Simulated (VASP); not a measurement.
# P (P4/mmm) in VASP: a series of runs, part 2 of 2

VASP 6.6.1. Earlier steps stand in the parts before.

## (3) Electric field gradients, PBEsol (volume scaled by 0.99)

File INCAR:

```
  PREC = Accurate
  ENCUT = 400
  EDIFF = 1E-8
  ISMEAR = -1
  SIGMA = 0.08
  LREAL = False
  LASPH = True
  NELM = 120
  ALGO = Normal
  ISIF = 2
  LWAVE = False
  LCHARG = False
  GGA = PS
  LEFG = True
  NBANDS = 8
  GGA_COMPAT = False
```

File KPOINTS:

```
regular mesh
0
Gamma
  10 10 9
```

File POSCAR:

```
P
1.0
    4.2586140990      0.0000000000      0.0000000000
    0.0000000000      4.2586140990      0.0000000000
    0.0000000000      0.0000000000      4.3633577502
P
1
Direct
    0.0000000000      0.0000000000      0.0000000000
```

Potentials or basis: VASP PAW PBE potentials, release 64 (P).

Run with:

```
$ cat potpaw_PBE.64/P/POTCAR > POTCAR
$ mpirun -np 1 vasp_std > vasp.out
```

OUTCAR:

```text
PREC = Accurate
   ENCUT = 400
   EDIFF = 1E-8
   ISMEAR = -1
   LREAL = False
   LASPH = True
   NELM = 120
   ISIF = 2
   GGA = PS

 ion  position               nearest neighbor table
   1  0.000  0.000  0.000-

  LATTYP: Found a simple tetragonal cell.
 ALAT       =     4.2586140990
 C/A-ratio  =     1.0245957132

  Lattice vectors:

 A1 = (   4.2586140990,   0.0000000000,   0.0000000000)
 A2 = (   0.0000000000,   4.2586140990,   0.0000000000)
 A3 = (   0.0000000000,   0.0000000000,   4.3633577502)

Analysis of symmetry for initial positions (statically):
=====================================================================
 Subroutine PRICEL returns:
 Original cell was already a primitive cell.

[... 447 lines left out ...]
  in kB      -40.3180589    -40.3180589    -35.5565314      0.0000000     -0.0000000      0.0000000
  external PRESSURE =     -38.7308831 kB  Pullay stress =       0.0000000 kB

 VOLUME and BASIS-vectors are now :
 -----------------------------------------------------------------------------
  energy-cutoff  :      400.00
  volume of cell :       79.13
      direct lattice vectors                 reciprocal lattice vectors
     4.258614099  0.000000000  0.000000000     0.234818177  0.000000000  0.000000000
     0.000000000  4.258614099  0.000000000     0.000000000  0.234818177  0.000000000
     0.000000000  0.000000000  4.363357750     0.000000000  0.000000000  0.229181300

 POSITION                                       TOTAL-FORCE (eV/Angst)
 -----------------------------------------------------------------------------------
      0.00000      0.00000      0.00000         0.000000      0.000000      0.000000
 -----------------------------------------------------------------------------------
    total drift:                               -0.000000      0.000000     -0.000000

  FREE ENERGIE OF THE ION-ELECTRON SYSTEM (eV)
  ---------------------------------------------------
  free  energy   TOTEN  =        -1.2251313756 eV

  energy  without entropy=       -1.1537095069  energy(sigma->0) =       -1.18942044

 Electric field gradients (V/A^2)
---------------------------------------------------------------------
 ion       V_xx      V_yy      V_zz      V_xy      V_xz      V_yz
---------------------------------------------------------------------
   1       0.372     0.372    -0.744    -0.000    -0.000     0.000
---------------------------------------------------------------------

 Electric field gradients after diagonalization (V/A^2)
 (convention: |V_zz| > |V_xx| > |V_yy|)
----------------------------------------------------------------------
 ion       V_xx      V_yy      V_zz     asymmetry (V_yy - V_xx)/ V_zz
----------------------------------------------------------------------
   1       0.372     0.372    -0.744       0.000
----------------------------------------------------------------------

           NMR quadrupolar parameters

 Cq : quadrupolar parameter    Cq=e*Q*V_zz/h
 eta: asymmetry parameters     (V_yy - V_xx)/ V_zz
 Q  : nuclear electric quadrupole moment in mb (millibarn)
----------------------------------------------------------------------
 ion       Cq(MHz)       eta       Q (mb)
----------------------------------------------------------------------
   1      -0.002       0.000       1.000
----------------------------------------------------------------------
```

Run time: 14 s. Hardware: 1 thread of Intel Xeon 6975P-C (Granite Rapids), shared host; peak memory 0.17 GiB.

Results:

```yaml
Free_energy: -1.2251 eV
Pressure: -3.9 GPa
```

Electric field gradients, principal values (V/Å²):
```
atom  least  middle  greatest (by size)
 1 P  0.372   0.372              -0.744
```

Caveat: without QUAD_EFG the Cq values of the log hold for a quadrupole moment of 1 mb, not for the nuclei; the PAW data sets were made with another functional, which shifts forces and pressure a little.

## (4) Electric field gradients, PBEsol (volume scaled by 0.99)

File INCAR:

```
SYSTEM = P
PREC     = Accurate       ! precision mode
ENCUT    = 400            ! plane-wave cutoff, eV
EDIFF    = 1E-8           ! SCF threshold, eV
ISMEAR   = -1             ! smearing method
SIGMA    = 0.08           ! smearing width, eV
LREAL    = .FALSE.        ! projectors in reciprocal space
LASPH    = .TRUE.         ! aspherical terms in the spheres
NELM     = 120            ! most SCF steps
ALGO     = Normal         ! electronic algorithm
ISIF     = 2              ! what is computed and relaxed
LWAVE    = .FALSE.        ! write WAVECAR
LCHARG   = .FALSE.        ! write CHGCAR
GGA      = PS             ! functional
LEFG     = .TRUE.       
NBANDS   = 8              ! bands
GGA_COMPAT= .FALSE.
```

File KPOINTS:

```
regular mesh
0
G
  10 10 9
  0 0 0
```

POSCAR is that of step 3.

Potentials or basis: VASP PAW PBE potentials, release 64 (P).

Run with:

```
$ cat potpaw_PBE.64/P/POTCAR > POTCAR
$ mpirun -np 1 vasp_std > vasp.out
```

OUTCAR:

```text
SYSTEM = P
   PREC = Accurate
   ENCUT = 400
   EDIFF = 1E-8
   ISMEAR = -1
   LREAL = .FALSE.
   LASPH = .TRUE.
   NELM = 120
   ISIF = 2
   GGA = PS

 ion  position               nearest neighbor table
   1  0.000  0.000  0.000-

  LATTYP: Found a simple tetragonal cell.
 ALAT       =     4.2586140990
 C/A-ratio  =     1.0245957132

  Lattice vectors:

 A1 = (   4.2586140990,   0.0000000000,   0.0000000000)
[... 470 lines left out ...]
 -----------------------------------------------------------------------------------
    total drift:                               -0.000000      0.000000     -0.000000

  FREE ENERGIE OF THE ION-ELECTRON SYSTEM (eV)
  ---------------------------------------------------
  free  energy   TOTEN  =        -1.2251313756 eV

  energy  without entropy=       -1.1537095069  energy(sigma->0) =       -1.18942044

 Electric field gradients (V/A^2)
---------------------------------------------------------------------
 ion       V_xx      V_yy      V_zz      V_xy      V_xz      V_yz
---------------------------------------------------------------------
   1       0.372     0.372    -0.744    -0.000    -0.000     0.000
---------------------------------------------------------------------

 Electric field gradients after diagonalization (V/A^2)
 (convention: |V_zz| > |V_xx| > |V_yy|)
----------------------------------------------------------------------
 ion       V_xx      V_yy      V_zz     asymmetry (V_yy - V_xx)/ V_zz
----------------------------------------------------------------------
   1       0.372     0.372    -0.744       0.000
----------------------------------------------------------------------

           NMR quadrupolar parameters

 Cq : quadrupolar parameter    Cq=e*Q*V_zz/h
 eta: asymmetry parameters     (V_yy - V_xx)/ V_zz
 Q  : nuclear electric quadrupole moment in mb (millibarn)
----------------------------------------------------------------------
 ion       Cq(MHz)       eta       Q (mb)
----------------------------------------------------------------------
   1      -0.002       0.000       1.000
----------------------------------------------------------------------
```

stdout:

```text
POSCAR found type information on POSCAR P
 POSCAR found :  1 types and       1 ions
 scaLAPACK will be used
 -----------------------------------------------------------------------------
|                                                                             |
|                                                                             |
|     You enforced a specific xc type in the INCAR file but a different       |
|     I HOPE YOU KNOW WHAT YOU ARE DOING!                                     |
|                                                                             |
 -----------------------------------------------------------------------------

 LDA part: xc-table for (Slater+PW92), standard interpolation
 POSCAR, INCAR and KPOINTS ok, starting setup
 FFT: planning ... GRIDC
 FFT: planning ... GRID_SOFT
 FFT: planning ... GRID
 WAVECAR not read
 entering main loop
ion   1
```

Wall time 14 s (1 thread of Intel Xeon 6975P-C (Granite Rapids), shared host); peak memory 0.17 GiB.

Results:

* Free energy: -1.2251 eV
* Pressure: -3.9 GPa

Levels at points of the mesh, in eV from the Fermi level:
```
           k point  band 1  band 2  band 3  band 4  band 5  band 6
(0.00, 0.00, 0.00)   -8.74    0.45    0.56    0.56    4.63    7.44
(0.50, 0.00, 0.00)   -8.56   -0.85    0.61    0.71    6.53    7.57
(0.50, 0.50, 0.00)   -8.40   -0.55   -0.55    0.75    5.85    8.14
```

Electric field gradients, principal values (V/Å²):
```tsv
atom	least	middle	greatest (by size)
1 P	0.372	0.372	-0.744
```

Caveat: without QUAD_EFG the Cq values of the log hold for a quadrupole moment of 1 mb, not for the nuclei; the PAW data sets were made with another functional, which shifts forces and pressure a little.
